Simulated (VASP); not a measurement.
# Ru (P2_1/m) in VASP: single point with PBEsol

Aim: the single point of Ru with PBEsol.

Everything below comes from runs of VASP 6.6.1. Logs are shortened: lines on timing, memory, paths and dates and some standing lists are left out, and cuts for length are marked.

### Step 1. The cell of the first run

It takes space group P2_1/m (No. 11, monoclinic). The conventional cell has a = 2.706 Å, b = 4.282 Å, c = 2.706 Å, α = 90.00°, β = 120.00°, γ = 90.00°. Within 3.4 Å of Ru (site symmetry m) lie 12 Ru at 2.60 to 2.71 Å.

### Step 2. Single point, PBEsol

INCAR

```
SYSTEM = Ru
PREC = Accurate
ENCUT = 520
EDIFF = 1E-6
ISMEAR = 0
SIGMA = 0.1
LREAL = .False.
LASPH = .True.
NELM = 80
ALGO = Normal
ISIF = 2
LWAVE = .False.
LCHARG = .False.
GGA = PS
NBANDS = 21
```

KPOINTS

```
Automatic mesh
0
Gamma
  14 14 8
  0 0 0
```

POSCAR

```
Ru
1.0
    2.7058000000      0.0000000000      0.0000000000
   -1.3529000000      2.3432920000      0.0000000000
    0.0000000000      0.0000000000      4.2819000000
Ru
2
Direct
    0.3702909799      0.6666666667      0.2500000000
    0.6666666667      0.3333333333      0.7500000000
```

Potentials or basis: VASP PAW PBE potentials, release 64 (Ru_pv).

On the command line:

```console
$ cat potpaw_PBE.64/Ru_pv/POTCAR > POTCAR
$ mpirun -np 1 vasp_std > vasp.out
```

OUTCAR:

```text
SYSTEM = Ru
   PREC = Accurate
   ENCUT = 520
   EDIFF = 1E-6
   ISMEAR = 0
   LREAL = .False.
   LASPH = .True.
   NELM = 80
   ISIF = 2
   GGA = PS

 ion  position               nearest neighbor table
   1  0.370  0.667  0.250-   2 2.60   2 2.60   2 2.65   2 2.65   2 2.70   2 2.70
   2  0.667  0.333  0.750-   1 2.60   1 2.60   1 2.65   1 2.65   1 2.70   1 2.70

  LATTYP: Found a hexagonal cell.
 ALAT       =     2.7058000000
 C/A-ratio  =     1.5824894671

  Lattice vectors:

 A1 = (   2.7058000000,   0.0000000000,   0.0000000000)
 A2 = (  -1.3529000000,   2.3432920000,   0.0000000000)
 A3 = (   0.0000000000,   0.0000000000,   4.2819000000)

Analysis of symmetry for initial positions (statically):
=====================================================================
 Subroutine PRICEL returns:
 Original cell was already a primitive cell.

 Routine SETGRP: Setting up the symmetry group for a
 hexagonal supercell.

 Subroutine GETGRP returns: Found  4 space group operations
 (whereof  1 operations were pure point group operations)
 out of a pool of 24 trial point group operations.

The static configuration has the point symmetry C_1 .
 The point group associated with its full space group is C_2h.

Analysis of symmetry for dynamics (positions and initial velocities):
=====================================================================
 Subroutine PRICEL returns:
 Original cell was already a primitive cell.

 Routine SETGRP: Setting up the symmetry group for a
 hexagonal supercell.

 Subroutine GETGRP returns: Found  4 space group operations
 (whereof  1 operations were pure point group operations)
 out of a pool of 24 trial point group operations.

The dynamic configuration has the point symmetry C_1 .
 The point group associated with its full space group is C_2h.

 Subroutine INISYM returns: Found  4 space group operations
 (whereof  1 operations are pure point group operations),
 and found     1 'primitive' translations

----------------------------------------------------------------------------------------

                                     Primitive cell

  volume of cell :      27.1493

  direct lattice vectors                    reciprocal lattice vectors
     2.705800000  0.000000000  0.000000000     0.369576465  0.213375030  0.000000000
    -1.352900000  2.343292000  0.000000000     0.000000000  0.426750059  0.000000000
     0.000000000  0.000000000  4.281900000     0.000000000  0.000000000  0.233541185

[... 73 lines left out ...]
 SYSTEM =  Ru
   PREC   = accura    normal or accurate (medium, high low for compatibility)
   ISTART =      0    job   : 0-new  1-cont  2-samecut
   ICHARG =      2    charge: 1-file 2-atom 10-const
   ISPIN  =      1    spin polarized calculation?
   LNONCOLLINEAR =      F non collinear calculations
   LSORBIT =      F    spin-orbit coupling
   LASPH  =      T    aspherical Exc in radial PAW
   ENCUT  =  520.0 eV  38.22 Ry    6.18 a.u.   5.03  5.03  7.96*2*pi/ulx,y,z
   NELM   =     80;   NELMIN=  2; NELMDL= -5     # of ELM steps
   EDIFF  = 0.1E-05   stopping-criterion for ELM
   LREAL  =      F    real-space projection
   EDIFFG = 0.1E-04   stopping-criterion for IOM
   NSW    =      0    number of steps for IOM
   IBRION =     -1    ionic relax: 0-MD 1-quasi-New 2-CG
   NFREE  =      0    steps in history (QN), initial steepest desc. (CG)
   ISIF   =      2    stress and relaxation
   ISYM   =      2    0-nonsym 1-usesym 2-fastsym
   POTIM  = 0.5000    time-step for ionic-motion
   TEBEG  =    0.0;   TEEND  =   0.0 temperature during run
   PSTRESS=    0.0 pullay stress
   NELECT =      28.0000    total number of electrons
   NUPDOWN=      -1.0000    fix difference up-down
   EMIN   =  10.00;   EMAX   =-10.00  energy-range for DOS
   EFERMI =   0.00;   METHOD = LEGACY
   ISMEAR =     0;   SIGMA  =   0.10  broadening in eV -4-tet -1-fermi 0-gaus
   EFERMI_NEDOS =   21; number of points for ismear=-14 and -15
   IALGO  =     38    algorithm
   IMIX   =      4    mixing-type and parameters
     AMIX     =   0.40;   BMIX     =  1.00
     AMIX_MAG =   1.60;   BMIX_MAG =  1.00
  volume/ion in A,a.u.               =      13.57        91.61
  Fermi-wavevector in a.u.,A,eV,Ry     =   1.654022  3.125648 37.222669  2.735789
  Thomas-Fermi vector in A             =   2.742361
   LORBIT       =      0    0 simple, 1 ext, 2 COOP (PROOUT), +10 PAW based schemes
   GGA     = PS    functional components
   LHFCALC =     F    Hartree Fock is set to
   AEXX    =    0.0000 exact exchange contribution
   IVDW    =     0    specifies the selected vdW correction
   LEPSILON=     F    determine dielectric tensor
   LRPA    =     F    only Hartree local field effects (RPA)
 non-spin polarized calculation
 Gauss-broadening in eV      SIGMA  =   0.10
  energy-cutoff  :      520.00
  volume of cell :       27.15
 maximum number of plane-waves:       752
   NGX =  9   NGY =  9   NGZ = 15

 number of electron      28.0000004 magnetization

 Free energy of the ion-electron system (eV)
  ---------------------------------------------------
  ext. energy  EPLUGINS =         0.00000000
  ---------------------------------------------------
  free energy    TOTEN  =       -20.29970166 eV

  energy without entropy =      -20.29126317  energy(sigma->0) =      -20.29548241

 E-fermi :  12.6996     XC(G=0): -14.2814

 val. band max:       12.6986817724   @ k =  -0.2143   0.2143   0.3750
 cond. band min:      12.7024439832   @ k =   0.0714   0.2857   0.0000
 fundamental gap:      0.0037622108
 Fermi energy:        12.6995545715

 k-point     1 :       0.0000    0.0000    0.0000
  band No.  band energies     occupation
      1     -30.9118      2.00000
      2     -29.9975      2.00000
      3     -29.9222      2.00000
      4     -29.7969      2.00000
      5     -29.7848      2.00000
      6     -29.7490      2.00000
[... 565 lines left out ...]
     20      22.9774      0.00000
     21      23.0524      0.00000

 [... further k-points ...]
[... 5 lines left out ...]
  --------------------------------------------------------------------------------------
  -------------------------------------------------------------------------------------
  Total       -0.9057512     -0.9246292     -1.1365752     -0.2844055      0.0000000      0.0000000
  in kB      -53.4516218    -54.5656765    -67.0733739    -16.7837879      0.0000000      0.0000000
  external PRESSURE =     -58.3635574 kB  Pullay stress =       0.0000000 kB

 VOLUME and BASIS-vectors are now :
 -----------------------------------------------------------------------------
  energy-cutoff  :      520.00
  volume of cell :       27.15
      direct lattice vectors                 reciprocal lattice vectors
     2.705800000  0.000000000  0.000000000     0.369576465  0.213375030  0.000000000
    -1.352900000  2.343292000  0.000000000     0.000000000  0.426750059  0.000000000
     0.000000000  0.000000000  4.281900000     0.000000000  0.000000000  0.233541185

 POSITION                                       TOTAL-FORCE (eV/Angst)
 -----------------------------------------------------------------------------------
      0.10000      1.56219      1.07048        -0.664559      0.000130      0.000000
      1.35290      0.78110      3.21143         0.664559     -0.000130     -0.000000
 -----------------------------------------------------------------------------------
    total drift:                               -0.000001     -0.000017      0.000000

  FREE ENERGIE OF THE ION-ELECTRON SYSTEM (eV)
  ---------------------------------------------------
  free  energy   TOTEN  =       -20.2997016580 eV

  energy  without entropy=      -20.2912631674  energy(sigma->0) =      -20.29548241
```

OSZICAR:

```text
N       E                     dE             d eps       ncg     rms          rms(c)
DAV:   1     0.286855527914E+03    0.28686E+03   -0.17519E+04 21024   0.148E+03
DAV:   2    -0.159790404909E+02   -0.30283E+03   -0.29355E+03 21490   0.446E+02
DAV:   3    -0.218653067721E+02   -0.58863E+01   -0.58521E+01 24620   0.695E+01
DAV:   4    -0.219089396721E+02   -0.43633E-01   -0.43578E-01 26721   0.572E+00
DAV:   5    -0.219094988231E+02   -0.55915E-03   -0.55517E-03 23852   0.567E-01    0.193E+01
DAV:   6    -0.203953314114E+02    0.15142E+01   -0.34094E+00 24645   0.179E+01    0.484E+00
DAV:   7    -0.203104740616E+02    0.84857E-01   -0.60452E-01 24025   0.541E+00    0.892E-01
DAV:   8    -0.203014466026E+02    0.90275E-02   -0.17221E-02 23108   0.116E+00    0.451E-01
DAV:   9    -0.202996894633E+02    0.17571E-02   -0.16721E-03 23878   0.445E-01    0.331E-02
DAV:  10    -0.202997022350E+02   -0.12772E-04   -0.74567E-05 23790   0.881E-02    0.199E-02
DAV:  11    -0.202997016580E+02    0.57703E-06   -0.56843E-06 23710   0.227E-02
   1 F= -.20299702E+02 E0= -.20295482E+02  d E =-.843849E-02
```

stdout:

```text
POSCAR found type information on POSCAR Ru
 POSCAR found :  1 types and       2 ions
 scaLAPACK will be used
 -----------------------------------------------------------------------------
|                                                                             |
|                                                                             |
|     You enforced a specific xc type in the INCAR file but a different       |
|     I HOPE YOU KNOW WHAT YOU ARE DOING!                                     |
|                                                                             |
 -----------------------------------------------------------------------------

 LDA part: xc-table for (Slater+PW92), standard interpolation
 POSCAR, INCAR and KPOINTS ok, starting setup
 FFT: planning ... GRIDC
 FFT: planning ... GRID_SOFT
 FFT: planning ... GRID
 WAVECAR not read
 entering main loop
```

Run time: 4.7 min. Hardware: 1 thread of Intel Xeon 8259CL, shared host; peak memory 0.32 GiB.

What came out:

```yaml
Free_energy: -20.2997 eV
Pressure: -5.8 GPa
Largest_force: 0.665 eV/Å
Band_gap_on_the_k_mesh: zero (band 14 reaches 14.34 eV, above the bottom of band 15 at 11.27 eV)
```

Forces on the atoms (eV/Å):
```
Ru  -0.665  0.000  0.000
Ru   0.665  0.000  0.000
```

Stress tensor (GPa, compression positive):
```
-5.35 -1.68  0.00
-1.68 -5.46  0.00
 0.00  0.00 -6.71
```

Caveat: the PAW data sets were made with another functional, which shifts forces and pressure a little.
